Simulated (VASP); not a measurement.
# GaP (F-43m) in VASP: single point with PBE

Aim: the single point of GaP with PBE.

All numbers are computed with VASP 6.6.1; they aren't measurements. Logs are shortened: lines on timing, memory, paths and dates and some standing lists are left out, and cuts for length are marked.

## Step 1: The cell of the first run

The structure is cubic, space group F-43m (No. 216). Conventional cell: a = 5.451 Å, b = 5.451 Å, c = 5.451 Å, α = 90.00°, β = 90.00°, γ = 90.00°. Ga (site symmetry -43m) has 4 P at 2.36 Å within 3.1 Å. Within 3.1 Å of P (site symmetry -43m) lie 4 Ga at 2.36 Å.

## Step 2: Single point, PBE

Contents of INCAR:

```
ALGO = Normal
EDIFF = 1E-6
ENCUT = 500
GGA = PE
GGA_COMPAT = False
ISIF = 2
ISMEAR = 0
LASPH = True
LCHARG = False
LREAL = False
LWAVE = False
NBANDS = 16
NELM = 120
PREC = Accurate
SIGMA = 0.01
```

Contents of KPOINTS:

```
k-points
0
Gamma
  4 4 4
```

Contents of POSCAR:

```
GaP
1.0
    0.0000000000      2.7252500000      2.7252500000
    2.7252500000      0.0000000000      2.7252500000
    2.7252500000      2.7252500000      0.0000000000
Ga P
1 1
Direct
    0.0000000000      0.0000000000      0.0000000000
    0.2500000000      0.2500000000      0.2500000000
```

Potentials or basis: VASP PAW PBE potentials, release 64 (Ga_d, P).

On the command line:

```sh
cat potpaw_PBE.64/Ga_d/POTCAR potpaw_PBE.64/P/POTCAR > POTCAR
mpirun -np 1 vasp_std > vasp.out
```

OUTCAR:

```text
EDIFF = 1E-6
   ENCUT = 500
   GGA = PE
   ISIF = 2
   ISMEAR = 0
   LASPH = True
   LREAL = False
   NELM = 120
   PREC = Accurate

 ion  position               nearest neighbor table
   1  0.000  0.000  0.000-   2 2.36   2 2.36   2 2.36   2 2.36
   2  0.250  0.250  0.250-   1 2.36   1 2.36   1 2.36   1 2.36

  LATTYP: Found a face centered cubic cell.
 ALAT       =     5.4505000000

  Lattice vectors:

 A1 = (   0.0000000000,   2.7252500000,   2.7252500000)
 A2 = (   2.7252500000,   0.0000000000,   2.7252500000)
 A3 = (   2.7252500000,   2.7252500000,   0.0000000000)

Analysis of symmetry for initial positions (statically):
=====================================================================
 Subroutine PRICEL returns:
 Original cell was already a primitive cell.

 Routine SETGRP: Setting up the symmetry group for a
 face centered cubic supercell.

 Subroutine GETGRP returns: Found 24 space group operations
 (whereof 24 operations were pure point group operations)
 out of a pool of 48 trial point group operations.

The static configuration has the point symmetry T_d .

Analysis of symmetry for dynamics (positions and initial velocities):
=====================================================================
 Subroutine PRICEL returns:
 Original cell was already a primitive cell.

 Routine SETGRP: Setting up the symmetry group for a
 face centered cubic supercell.

 Subroutine GETGRP returns: Found 24 space group operations
 (whereof 24 operations were pure point group operations)
 out of a pool of 48 trial point group operations.

The dynamic configuration has the point symmetry T_d .

 Subroutine INISYM returns: Found 24 space group operations
 (whereof 24 operations are pure point group operations),
 and found     1 'primitive' translations

----------------------------------------------------------------------------------------

                                     Primitive cell

  volume of cell :      40.4808

  direct lattice vectors                    reciprocal lattice vectors
     0.000000000  2.725250000  2.725250000    -0.183469406  0.183469406  0.183469406
     2.725250000  0.000000000  2.725250000     0.183469406 -0.183469406  0.183469406
     2.725250000  2.725250000  0.000000000     0.183469406  0.183469406 -0.183469406

  length of vectors
     3.854085511  3.854085511  3.854085511     0.317778334  0.317778334  0.317778334

  position of ions in fractional coordinates (direct lattice)
     0.000000000  0.000000000  0.000000000
     0.250000000  0.250000000  0.250000000

  ion indices of the primitive-cell ions
   primitive index   ion index
                 1           1
                 2           2

----------------------------------------------------------------------------------------

 KPOINTS: k-points

Automatic generation of k-mesh.
 Grid dimensions read from file:
 generate k-points for:    4    4    4

 Generating k-lattice:

  Cartesian coordinates                     Fractional coordinates (reciprocal lattice)
    -0.045867352  0.045867352  0.045867352     0.250000000  0.000000000  0.000000000
     0.045867352 -0.045867352  0.045867352     0.000000000  0.250000000  0.000000000
     0.045867352  0.045867352 -0.045867352     0.000000000  0.000000000  0.250000000

  Length of vectors
     0.079444583  0.079444583  0.079444583

  Shift w.r.t. Gamma in fractional coordinates (k-lattice)
     0.000000000  0.000000000  0.000000000

 Subroutine IBZKPT returns following result:
 ===========================================

 Found      8 irreducible k-points:

 Following reciprocal coordinates:
            Coordinates               Weight
  0.000000  0.000000  0.000000      1.000000
  0.250000  0.000000  0.000000      8.000000
  0.500000  0.000000  0.000000      4.000000
  0.250000  0.250000  0.000000      6.000000
  0.500000  0.250000  0.000000     24.000000
 -0.250000  0.250000  0.000000     12.000000
  0.500000  0.500000  0.000000      3.000000
 -0.250000  0.500000  0.250000      6.000000
   k-points           NKPTS =      8   k-points in BZ     NKDIM =      8   number of bands    NBANDS=     16
   number of dos      NEDOS =    301   number of ions     NIONS =      2
   total plane-waves  NPLWV =  21952
   dimension x,y,z NGX =    28 NGY =   28 NGZ =   28
   dimension x,y,z NGXF=    56 NGYF=   56 NGZF=   56
   ions per type =               1   1
   NGX,Y,Z   is equivalent  to a cutoff of  12.08, 12.08, 12.08 a.u.
   NGXF,Y,Z  is equivalent  to a cutoff of  24.16, 24.16, 24.16 a.u.
 SYSTEM =  unknown system
   PREC   = accura    normal or accurate (medium, high low for compatibility)
   ISTART =      0    job   : 0-new  1-cont  2-samecut
   ICHARG =      2    charge: 1-file 2-atom 10-const
   ISPIN  =      1    spin polarized calculation?
   LNONCOLLINEAR =      F non collinear calculations
   LSORBIT =      F    spin-orbit coupling
   LASPH  =      T    aspherical Exc in radial PAW
   ENCUT  =  500.0 eV  36.75 Ry    6.06 a.u.   7.03  7.03  7.03*2*pi/ulx,y,z
   NELM   =    120;   NELMIN=  2; NELMDL= -5     # of ELM steps
   EDIFF  = 0.1E-05   stopping-criterion for ELM
   LREAL  =      F    real-space projection
   EDIFFG = 0.1E-04   stopping-criterion for IOM
   NSW    =      0    number of steps for IOM
   IBRION =     -1    ionic relax: 0-MD 1-quasi-New 2-CG
   NFREE  =      0    steps in history (QN), initial steepest desc. (CG)
   ISIF   =      2    stress and relaxation
   ISYM   =      2    0-nonsym 1-usesym 2-fastsym
   POTIM  = 0.5000    time-step for ionic-motion
   TEBEG  =    0.0;   TEEND  =   0.0 temperature during run
   PSTRESS=    0.0 pullay stress
   NELECT =      18.0000    total number of electrons
   NUPDOWN=      -1.0000    fix difference up-down
   EMIN   =  10.00;   EMAX   =-10.00  energy-range for DOS
   EFERMI =   0.00;   METHOD = LEGACY
   ISMEAR =     0;   SIGMA  =   0.01  broadening in eV -4-tet -1-fermi 0-gaus
   EFERMI_NEDOS =   21; number of points for ismear=-14 and -15
   IALGO  =     38    algorithm
   IMIX   =      4    mixing-type and parameters
     AMIX     =   0.40;   BMIX     =  1.00
     AMIX_MAG =   1.60;   BMIX_MAG =  1.00
  volume/ion in A,a.u.               =      20.24       136.59
  Fermi-wavevector in a.u.,A,eV,Ry     =   1.249538  2.361284 21.243377  1.561344
  Thomas-Fermi vector in A             =   2.383574
   LORBIT       =      0    0 simple, 1 ext, 2 COOP (PROOUT), +10 PAW based schemes
   GGA     = PE    functional components
   LHFCALC =     F    Hartree Fock is set to
   AEXX    =    0.0000 exact exchange contribution
   IVDW    =     0    specifies the selected vdW correction
   LEPSILON=     F    determine dielectric tensor
   LRPA    =     F    only Hartree local field effects (RPA)
 non-spin polarized calculation
 Gauss-broadening in eV      SIGMA  =   0.01
  energy-cutoff  :      500.00
  volume of cell :       40.48
 maximum number of plane-waves:      1056
   NGX = 13   NGY = 13   NGZ = 13

 number of electron      18.0000016 magnetization

 Free energy of the ion-electron system (eV)
  ---------------------------------------------------
  ext. energy  EPLUGINS =         0.00000000
  ---------------------------------------------------
  free energy    TOTEN  =        -8.97598056 eV

  energy without entropy =       -8.97598056  energy(sigma->0) =       -8.97598056

 E-fermi :   4.7491     XC(G=0):  -9.8107

 val. band max:        4.6988105984   @ k =   0.0000   0.0000   0.0000
 cond. band min:       6.3274165600   @ k =   0.5000   0.5000   0.0000
 fundamental gap:      1.6286059615
 Fermi energy:         4.7490544227

 k-point     1 :       0.0000    0.0000    0.0000
  band No.  band energies     occupation
      1      -9.8992      2.00000
      2      -9.8992      2.00000
      3      -9.8992      2.00000
      4      -9.8009      2.00000
      5      -9.8009      2.00000
      6      -7.8014      2.00000
      7       4.6988      2.00000
      8       4.6988      2.00000
      9       4.6988      2.00000
     10       6.5158      0.00000
     11       8.5574      0.00000
     12       8.5574      0.00000
     13       8.5574      0.00000
     14      13.4910      0.00000
     15      14.4619      0.00000
     16      14.4619      0.00000

 k-point     2 :       0.2500    0.0000    0.0000
  band No.  band energies     occupation
      1      -9.9419      2.00000
      2      -9.8846      2.00000
      3      -9.8846      2.00000
      4      -9.7996      2.00000
      5      -9.7996      2.00000
      6      -7.0249      2.00000
      7       0.8113      2.00000
      8       4.0321      2.00000
      9       4.0321      2.00000
     10       6.8367      0.00000
     11       9.4173      0.00000
     12       9.4173      0.00000
     13      11.0456      0.00000
     14      13.6561      0.00000
     15      13.6561      0.00000
     16      14.6077      0.00000

 k-point     3 :       0.5000    0.0000    0.0000
  band No.  band energies     occupation
      1      -9.9788      2.00000
      2      -9.8746      2.00000
      3      -9.8746      2.00000
      4      -9.7934      2.00000
      5      -9.7934      2.00000
      6      -5.7301      2.00000
      7      -1.9534      2.00000
      8       3.5751      2.00000
      9       3.5751      2.00000
     10       6.3530      0.00000
     11       9.3917      0.00000
     12       9.3917      0.00000
     13      12.9700      0.00000
     14      15.5901      0.00000
     15      16.3686      0.00000
     16      16.3686      0.00000

 k-point     4 :       0.2500    0.2500    0.0000
  band No.  band energies     occupation
      1      -9.9650      2.00000
      2      -9.8675      2.00000
      3      -9.8675      2.00000
      4      -9.8169      2.00000
      5      -9.7900      2.00000
      6      -6.7631      2.00000
      7       1.0157      2.00000
      8       3.0073      2.00000
      9       3.0073      2.00000
     10       6.8556      0.00000
     11       8.4047      0.00000
     12      11.4335      0.00000
     13      11.4335      0.00000
     14      12.4958      0.00000
     15      15.4141      0.00000
     16      17.3846      0.00000

 k-point     5 :       0.5000    0.2500    0.0000
  band No.  band energies     occupation
      1      -9.9902      2.00000
      2      -9.8606      2.00000
      3      -9.8528      2.00000
      4      -9.8154      2.00000
      5      -9.7882      2.00000
      6      -5.4069      2.00000
      7      -1.4488      2.00000
      8       1.4518      2.00000
      9       2.6576      2.00000
     10       7.1379      0.00000
     11       9.6146      0.00000
     12      11.2791      0.00000
     13      11.7482      0.00000
     14      15.5401      0.00000
     15      16.4635      0.00000
     16      17.8981      0.00000

 k-point     6 :      -0.2500    0.2500    0.0000
  band No.  band energies     occupation
      1      -9.9735      2.00000
      2      -9.8704      2.00000
      3      -9.8657      2.00000
      4      -9.8022      2.00000
      5      -9.7990      2.00000
      6      -5.9185      2.00000
      7      -0.7245      2.00000
      8       1.2905      2.00000
      9       3.4902      2.00000
     10       7.8462      0.00000
     11      10.3900      0.00000
     12      10.5243      0.00000
     13      10.9803      0.00000
     14      12.9987      0.00000
     15      15.7641      0.00000
     16      18.0170      0.00000

 k-point     7 :       0.5000    0.5000    0.0000
  band No.  band energies     occupation
      1     -10.0147      2.00000
      2      -9.8364      2.00000
      3      -9.8342      2.00000
      4      -9.8342      2.00000
      5      -9.7792      2.00000
      6      -4.8241      2.00000
      7      -2.0792      2.00000
      8       2.0047      2.00000
      9       2.0047      2.00000
     10       6.3274      0.00000
     11       6.5000      0.00000
     12      15.2780      0.00000
     13      15.2780      0.00000
     14      15.9021      0.00000
     15      17.0806      0.00000
     16      17.6872      0.00000

 k-point     8 :      -0.2500    0.5000    0.2500
  band No.  band energies     occupation
      1      -9.9953      2.00000
      2      -9.8611      2.00000
      3      -9.8398      2.00000
      4      -9.8159      2.00000
      5      -9.7921      2.00000
      6      -4.7313      2.00000
      7      -1.8735      2.00000
      8       1.1113      2.00000
      9       1.2631      2.00000
     10       9.3926      0.00000
     11       9.5509      0.00000
     12      10.7806      0.00000
     13      10.8406      0.00000
     14      16.2936      0.00000
     15      16.5830      0.00000
     16      18.4181      0.00000

------------------------ aborting loop because EDIFF is reached ----------------------------------------

  FORCE on cell =-STRESS in cart. coord.  units (eV):
  Direction    XX          YY          ZZ          XY          YZ          ZX
  --------------------------------------------------------------------------------------
  -------------------------------------------------------------------------------------
  Total        0.7169150      0.7169150      0.7169150      0.0000000      0.0000000      0.0000000
  in kB       28.3745632     28.3745632     28.3745632      0.0000000      0.0000000      0.0000000
  external PRESSURE =      28.3745632 kB  Pullay stress =       0.0000000 kB

 VOLUME and BASIS-vectors are now :
 -----------------------------------------------------------------------------
  energy-cutoff  :      500.00
  volume of cell :       40.48
      direct lattice vectors                 reciprocal lattice vectors
     0.000000000  2.725250000  2.725250000    -0.183469406  0.183469406  0.183469406
     2.725250000  0.000000000  2.725250000     0.183469406 -0.183469406  0.183469406
     2.725250000  2.725250000  0.000000000     0.183469406  0.183469406 -0.183469406

 POSITION                                       TOTAL-FORCE (eV/Angst)
 -----------------------------------------------------------------------------------
      0.00000      0.00000      0.00000        -0.000000     -0.000000     -0.000000
      1.36262      1.36262      1.36262         0.000000      0.000000      0.000000
 -----------------------------------------------------------------------------------
    total drift:                                0.000001      0.000001      0.000001

  FREE ENERGIE OF THE ION-ELECTRON SYSTEM (eV)
  ---------------------------------------------------
  free  energy   TOTEN  =        -8.9759805550 eV

  energy  without entropy=       -8.9759805550  energy(sigma->0) =       -8.97598056
```

Run time: 6 s. Hardware: 1 thread of Intel Xeon 6975P-C, shared host; peak memory 0.15 GiB.

What came out:

```yaml
Free_energy: -8.9760 eV
Pressure: 2.8 GPa
Band_gap_on_the_k_mesh: 1.63 eV, indirect (least direct gap 1.82 eV)
```

Caveat: the k points lie up to 0.50 Å⁻¹ apart.
